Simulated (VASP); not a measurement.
# MoS2 in VASP: relaxation of the atoms with PBE+D3(BJ)

Aim: the relaxation of the atoms of MoS2 with PBE+D3(BJ).

Program: VASP 6.6.1. These are calculated values, not measurements. Logs are shortened: lines on timing, memory, paths and dates and some standing lists are left out, and cuts for length are marked.

## 1. The cell of the first run

The cell holds a sheet with vacuum, 6 atoms: a = 3.160 Å, b = 3.160 Å, c = 27.277 Å, α = 90.00°, β = 90.00°, γ = 120.00°.

## 2. Relaxation of the atoms, PBE+D3(BJ)

The input, INCAR:

```
SYSTEM = MoS2
PREC = Accurate
ENCUT = 520
EDIFF = 1E-7
ISMEAR = 0
SIGMA = 0.02
LREAL = .False.
LASPH = .True.
NELM = 80
ALGO = Normal
ISIF = 2
LWAVE = .False.
LCHARG = .False.
LDIPOL = .True.
IDIPOL = 3
DIPOL = 0.5 0.5 0.500
GGA = PE
IVDW = 12
IBRION = 2
NSW = 100
EDIFFG = -0.004
KPAR = 2
```

The input, KPOINTS:

```
regular mesh
0
Gamma
  12 12 1
  0 0 0
```

The input, POSCAR:

```
MoS2
1.0
    3.1600000000      0.0000000000      0.0000000000
   -1.5800000000      2.7366402760      0.0000000000
    0.0000000000      0.0000000000     27.2770000000
S Mo
4 2
Direct
    0.6666666667      0.3333333333      0.3299483081
    0.6666666667      0.3333333333      0.4446969975
    0.3333333333      0.6666666667      0.5553030025
    0.3333333333      0.6666666667      0.6700516919
    0.3333333333      0.6666666667      0.3873226528
    0.6666666667      0.3333333333      0.6126773472
```

Potentials or basis: VASP PAW PBE potentials, release 64 (S, Mo_sv).

Started as:

```
cat potpaw_PBE.64/S/POTCAR potpaw_PBE.64/Mo_sv/POTCAR > POTCAR
mpirun -np 2 vasp_std > vasp.out
```

OUTCAR:

```text
SYSTEM = MoS2
   PREC = Accurate
   ENCUT = 520
   EDIFF = 1E-7
   ISMEAR = 0
   LREAL = .False.
   LASPH = .True.
   NELM = 80
   ISIF = 2
   GGA = PE
   IVDW = 12
   IBRION = 2
   NSW = 100
   EDIFFG = -0.004
 IVDW          = 12

 ion  position               nearest neighbor table
   1  0.667  0.333  0.330-   5 2.40   5 2.40   5 2.40
   2  0.667  0.333  0.445-   5 2.40   5 2.40   5 2.40
   3  0.333  0.667  0.555-   6 2.40   6 2.40   6 2.40
   4  0.333  0.667  0.670-   6 2.40   6 2.40   6 2.40
   5  0.333  0.667  0.387-   1 2.40   2 2.40   1 2.40   2 2.40   1 2.40   2 2.40
   6  0.667  0.333  0.613-   3 2.40   4 2.40   3 2.40   4 2.40   3 2.40   4 2.40

  LATTYP: Found a hexagonal cell.
 ALAT       =     3.1600000000
 C/A-ratio  =     8.6319620253

  Lattice vectors:

 A1 = (   3.1600000000,   0.0000000000,   0.0000000000)
 A2 = (  -1.5800000000,   2.7366402760,   0.0000000000)
 A3 = (   0.0000000000,   0.0000000000,  27.2770000000)

Analysis of symmetry for initial positions (statically):
=====================================================================
 Subroutine PRICEL returns:
 Original cell was already a primitive cell.

 Routine SETGRP: Setting up the symmetry group for a
 hexagonal supercell.

 Subroutine GETGRP returns: Found 12 space group operations
 (whereof 12 operations were pure point group operations)
 out of a pool of 24 trial point group operations.

The static configuration has the point symmetry D_3d.

Analysis of symmetry for dynamics (positions and initial velocities):
=====================================================================
 Subroutine PRICEL returns:
 Original cell was already a primitive cell.

 Routine SETGRP: Setting up the symmetry group for a
 hexagonal supercell.

 Subroutine GETGRP returns: Found 12 space group operations
 (whereof 12 operations were pure point group operations)
 out of a pool of 24 trial point group operations.

The dynamic configuration has the point symmetry D_3d.

 Subroutine INISYM returns: Found 12 space group operations
 (whereof 12 operations are pure point group operations),
 and found     1 'primitive' translations

----------------------------------------------------------------------------------------

                                     Primitive cell

  volume of cell :     235.8856

  direct lattice vectors                    reciprocal lattice vectors
     3.160000000  0.000000000  0.000000000     0.316455696  0.182705781  0.000000000
    -1.580000000  2.736640276  0.000000000     0.000000000  0.365411563  0.000000000
     0.000000000  0.000000000 27.277000000     0.000000000  0.000000000  0.036660923

  length of vectors
     3.160000000  3.160000000 27.277000000     0.365411563  0.365411563  0.036660923

  position of ions in fractional coordinates (direct lattice)
     0.666666667  0.333333333  0.329948308
     0.666666667  0.333333333  0.444696998
     0.333333333  0.666666667  0.555303002
     0.333333333  0.666666667  0.670051692
     0.333333333  0.666666667  0.387322653
     0.666666667  0.333333333  0.612677347

  ion indices of the primitive-cell ions
   primitive index   ion index
                 1           1
                 2           2
                 3           3
                 4           4
                 5           5
                 6           6

----------------------------------------------------------------------------------------

 KPOINTS: regular mesh

Automatic generation of k-mesh.
 Grid dimensions read from file:
 generate k-points for:   12   12    1

 Generating k-lattice:

  Cartesian coordinates                     Fractional coordinates (reciprocal lattice)
     0.026371308  0.015225482  0.000000000     0.083333333  0.000000000  0.000000000
     0.000000000  0.030450964  0.000000000     0.000000000  0.083333333  0.000000000
     0.000000000  0.000000000  0.036660923     0.000000000  0.000000000  1.000000000

  Length of vectors
     0.030450964  0.030450964  0.036660923

  Shift w.r.t. Gamma in fractional coordinates (k-lattice)
     0.000000000  0.000000000  0.000000000

 Subroutine IBZKPT returns following result:
 ===========================================

 Found     19 irreducible k-points:

 Following reciprocal coordinates:
            Coordinates               Weight
  0.000000  0.000000  0.000000      1.000000
  0.083333 -0.000000  0.000000      6.000000
  0.166667 -0.000000  0.000000      6.000000
  0.250000 -0.000000  0.000000      6.000000
  0.333333 -0.000000  0.000000      6.000000
  0.416667  0.000000  0.000000      6.000000
[... 11 lines left out ...]
  0.333333  0.250000  0.000000     12.000000
  0.333333  0.333333  0.000000      2.000000
   k-points           NKPTS =     19   k-points in BZ     NKDIM =     19   number of bands    NBANDS=     31
   number of dos      NEDOS =    301   number of ions     NIONS =      6
   total plane-waves  NPLWV = 120960
   dimension x,y,z NGX =    24 NGY =   24 NGZ =  210
   dimension x,y,z NGXF=    48 NGYF=   48 NGZF=  420
   ions per type =               4   2
   NGX,Y,Z   is equivalent  to a cutoff of  12.63, 12.63, 12.80 a.u.
   NGXF,Y,Z  is equivalent  to a cutoff of  25.25, 25.25, 25.60 a.u.
 SYSTEM =  MoS2
   PREC   = accura    normal or accurate (medium, high low for compatibility)
   ISTART =      0    job   : 0-new  1-cont  2-samecut
   ICHARG =      2    charge: 1-file 2-atom 10-const
   ISPIN  =      1    spin polarized calculation?
   LNONCOLLINEAR =      F non collinear calculations
   LSORBIT =      F    spin-orbit coupling
   LASPH  =      T    aspherical Exc in radial PAW
   ENCUT  =  520.0 eV  38.22 Ry    6.18 a.u.   5.88  5.88 50.72*2*pi/ulx,y,z
   NELM   =     80;   NELMIN=  2; NELMDL= -5     # of ELM steps
   EDIFF  = 0.1E-06   stopping-criterion for ELM
   LREAL  =      F    real-space projection
   EDIFFG = -.4E-02   stopping-criterion for IOM
   NSW    =    100    number of steps for IOM
   IBRION =      2    ionic relax: 0-MD 1-quasi-New 2-CG
   NFREE  =      1    steps in history (QN), initial steepest desc. (CG)
   ISIF   =      2    stress and relaxation
   ISYM   =      2    0-nonsym 1-usesym 2-fastsym
   POTIM  = 0.5000    time-step for ionic-motion
   TEBEG  =    0.0;   TEEND  =   0.0 temperature during run
   PSTRESS=    0.0 pullay stress
   NELECT =      52.0000    total number of electrons
   NUPDOWN=      -1.0000    fix difference up-down
   EMIN   =  10.00;   EMAX   =-10.00  energy-range for DOS
   EFERMI =   0.00;   METHOD = LEGACY
   ISMEAR =     0;   SIGMA  =   0.02  broadening in eV -4-tet -1-fermi 0-gaus
   EFERMI_NEDOS =   21; number of points for ismear=-14 and -15
   IALGO  =     38    algorithm
   IMIX   =      4    mixing-type and parameters
     AMIX     =   0.40;   BMIX     =  1.00
     AMIX_MAG =   1.60;   BMIX_MAG =  1.00
  volume/ion in A,a.u.               =      39.31       265.31
  Fermi-wavevector in a.u.,A,eV,Ry     =   0.988953  1.868849 13.306869  0.978027
  Thomas-Fermi vector in A             =   2.120516
   LORBIT       =      0    0 simple, 1 ext, 2 COOP (PROOUT), +10 PAW based schemes
   GGA     = PE    functional components
   LHFCALC =     F    Hartree Fock is set to
   AEXX    =    0.0000 exact exchange contribution
   IVDW    =    12    specifies the selected vdW correction
   LEPSILON=     F    determine dielectric tensor
   LRPA    =     F    only Hartree local field effects (RPA)
 conjugate gradient relaxation of ions
 non-spin polarized calculation
 Gauss-broadening in eV      SIGMA  =   0.02
  energy-cutoff  :      520.00
  volume of cell :      235.89
 maximum number of plane-waves:      6384
 NGX is ok and might be reduce to    24
   NGX = 11   NGY = 11   NGZ =101

--------------------------------------- Ionic step        1  -------------------------------------------

 number of electron      51.9999998 magnetization

 Free energy of the ion-electron system (eV)
  ---------------------------------------------------
  ext. energy  EPLUGINS =         0.00000000
  ---------------------------------------------------
  free energy    TOTEN  =       -43.64739595 eV

  energy without entropy =      -43.64739595  energy(sigma->0) =      -43.64739595

------------------------ aborting loop because EDIFF is reached ----------------------------------------

 Edisp (eV)   -2.22384

 E8    (eV) :    -0.9288

  FORCE on cell =-STRESS in cart. coord.  units (eV):
  Direction    XX          YY          ZZ          XY          YZ          ZX
  --------------------------------------------------------------------------------------
  -------------------------------------------------------------------------------------
  Total      -0.59617    -0.59617    -0.38913     0.00000     0.00000     0.00000
  in kB      -4.04929    -4.04929    -2.64307     0.00000     0.00000     0.00000
  external pressure =       -3.58 kB  Pullay stress =        0.00 kB
[... 109 lines left out ...]
  FREE ENERGIE OF THE ION-ELECTRON SYSTEM (eV)
  ---------------------------------------------------
  free  energy   TOTEN  =       -45.8713037928 eV

  energy  without entropy=      -45.8713037928  energy(sigma->0) =      -45.87130379

[... ionic steps 4 to 14 ...]

--------------------------------------- Ionic step       15  -------------------------------------------

 number of electron      51.9999997 magnetization

------------------------ aborting loop because EDIFF is reached ----------------------------------------

 Edisp (eV)   -2.24360

 E8    (eV) :    -0.9370
[... 33 lines left out ...]
  energy  without entropy=      -45.8732643164  energy(sigma->0) =      -45.87326432

--------------------------------------- Ionic step       16  -------------------------------------------

 number of electron      51.9999997 magnetization

 dipolmoment           0.000000      0.000000     -0.000000 electrons x Angstroem

------------------------ aborting loop because EDIFF is reached ----------------------------------------

 Edisp (eV)   -2.24323

 E8    (eV) :    -0.9368

  FORCE on cell =-STRESS in cart. coord.  units (eV):
  Direction    XX          YY          ZZ          XY          YZ          ZX
  --------------------------------------------------------------------------------------
  -------------------------------------------------------------------------------------
  Total      -0.53698    -0.53698    -0.07584     0.00000     0.00000     0.00000
  in kB      -3.64728    -3.64728    -0.51510     0.00000     0.00000     0.00000
  external pressure =       -2.60 kB  Pullay stress =        0.00 kB
[... 25 lines left out ...]
  energy  without entropy=      -45.8732581205  energy(sigma->0) =      -45.87325812

--------------------------------------- Ionic step       17  -------------------------------------------

 number of electron      51.9999997 magnetization

 dipolmoment           0.000000      0.000000      0.000000 electrons x Angstroem

 Free energy of the ion-electron system (eV)
  ---------------------------------------------------
  ext. energy  EPLUGINS =         0.00000000
  ---------------------------------------------------
  free energy    TOTEN  =       -43.62980508 eV

  energy without entropy =      -43.62980508  energy(sigma->0) =      -43.62980508

 E-fermi :   0.4925     XC(G=0):  -5.2599

 val. band max:        0.3874762922   @ k =   0.0000   0.0000   0.0000
 cond. band min:       1.6009298904   @ k =   0.1667   0.1667   0.0000
 fundamental gap:      1.2134535982
 Fermi energy:         0.4925008485

 k-point     1 :       0.0000    0.0000    0.0000
  band No.  band energies     occupation
      1     -60.9578      2.00000
      2     -60.9578      2.00000
      3     -35.1141      2.00000
      4     -35.1141      2.00000
      5     -34.8847      2.00000
      6     -34.8847      2.00000
[... 635 lines left out ...]
     30       3.2006      0.00000
     31       3.4661      0.00000

------------------------ aborting loop because EDIFF is reached ----------------------------------------

 vacuum level on the upper side and lower side of the slab       (xc-potential included)        -0.015        -0.015

 Edisp (eV)   -2.24346

 E8    (eV) :    -0.9369

  FORCE on cell =-STRESS in cart. coord.  units (eV):
  Direction    XX          YY          ZZ          XY          YZ          ZX
  --------------------------------------------------------------------------------------
  -------------------------------------------------------------------------------------
  Total      -0.52458    -0.52458    -0.04338    -0.00000     0.00000    -0.00000
  in kB      -3.56302    -3.56302    -0.29467    -0.00000     0.00000    -0.00000
  external pressure =       -2.47 kB  Pullay stress =        0.00 kB
[... 21 lines left out ...]
  FREE ENERGIE OF THE ION-ELECTRON SYSTEM (eV)
  ---------------------------------------------------
  free  energy   TOTEN  =       -45.8732677462 eV

  energy  without entropy=      -45.8732677462  energy(sigma->0) =      -45.87326775

 reached required accuracy - stopping structural energy minimisation

 vacuum level on the upper side and lower side of the slab         5.733         5.733
```

It took 13 min on 2 MPI ranks of Intel Xeon Platinum 8375C at 2.90GHz (Ice Lake), shared host; peak memory 0.42 GiB.

Results:

```
Free energy                  : -45.8733 eV
Energy gained by relaxing    : 0.3 meV/atom
Ionic steps                  : 17
Largest force after relaxing : 0.004 eV/Å
Band gap on the k mesh       : 1.21 eV (least direct gap 1.72 eV)
Dispersion energy per atom   : -0.374 eV
```

Forces on the atoms (eV/Å):
```
S    0.000  0.000 -0.004
S    0.000  0.000  0.000
S    0.000  0.000  0.000
S    0.000  0.000  0.004
Mo   0.000  0.000  0.003
Mo   0.000  0.000 -0.003
```

Step by step:
```
step  energy change (eV)  largest force (eV/Å)  pressure (GPa)
   1              0.0000                0.0310           -0.36
   2             -0.0001                0.0254           -0.33
   3             -0.0001                0.0258           -0.33
   4             -0.0001                0.0278           -0.31
   5             -0.0003                0.0357           -0.27
   6             -0.0002                0.0621           -0.19
   7             -0.0003                0.0428           -0.24
   8             -0.0003                0.0425           -0.24
   9             -0.0005                0.0413           -0.24
  10             -0.0007                0.0388           -0.24
  11             -0.0011                0.0340           -0.24
  12             -0.0017                0.0237           -0.24
  13             -0.0020                0.0107           -0.24
  14             -0.0020                0.0088           -0.24
  15             -0.0020                0.0079           -0.24
  16             -0.0020                0.0156           -0.26
  17             -0.0020                0.0037           -0.25
```

Final structure:
```yaml
crystal:
  lattice:
    - [3.16000, 0.00000, 0.00000]
    - [-1.58000, 2.73664, 0.00000]
    - [0.00000, 0.00000, 27.27700]
  atoms:
    - { symbol: S, position: [0.66667, 0.33333, 0.33169] }
    - { symbol: S, position: [0.66667, 0.33333, 0.44631] }
    - { symbol: S, position: [0.33333, 0.66667, 0.55369] }
    - { symbol: S, position: [0.33333, 0.66667, 0.66831] }
    - { symbol: Mo, position: [0.33333, 0.66667, 0.38902] }
    - { symbol: Mo, position: [0.66667, 0.33333, 0.61098] }
```
